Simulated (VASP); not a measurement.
Input of a VASP 6.6.1 run:

INCAR

```
PREC = Accurate ; ENCUT = 520
EDIFF = 1E-7 ; ISMEAR = -1
SIGMA = 0.05 ; LREAL = False
LASPH = True ; NELM = 60
ALGO = Normal ; ISIF = 2
LWAVE = False ; LCHARG = False
LDIPOL = True ; IDIPOL = 3
DIPOL = 0.5 0.5 0.500 ; GGA = PS
NBANDS = 30
```

Contents of KPOINTS:

```
Automatic mesh
0
Gamma
  14 10 1
```

File POSCAR:

```
Ag
1.0
    2.8669514106      0.0000000000      0.0000000000
    0.0000000000      4.0544815675      0.0000000000
    0.0000000000      0.0000000000     20.3004000000
Ag
4
Direct
    0.2500000000      0.2500000000      0.3940802369
    0.7500000000      0.7500000000      0.4646934120
    0.2500000000      0.2500000000      0.5353065875
    0.7500000000      0.7500000000      0.6059197631
```

Potentials or basis: VASP PAW PBE potentials, release 64 (Ag).

Run with:

```sh
$ cat potpaw_PBE.64/Ag/POTCAR > POTCAR
$ mpirun -np 1 vasp_std > vasp.out
```

Q: Estimate the largest force.

A: 0.358 eV/Å.

Q: What does it give for the band gap on the k mesh?

A: Zero (bands 22 and 23 overlap by 2.76 eV).

Forces in eV/Å, atoms in the order of the input:
```
Ag   0.000  0.000  0.358
Ag   0.000  0.000 -0.325
Ag   0.000  0.000  0.325
Ag   0.000  0.000 -0.358
```

Caveat: the PAW data sets were made with another functional, which shifts forces and pressure a little.
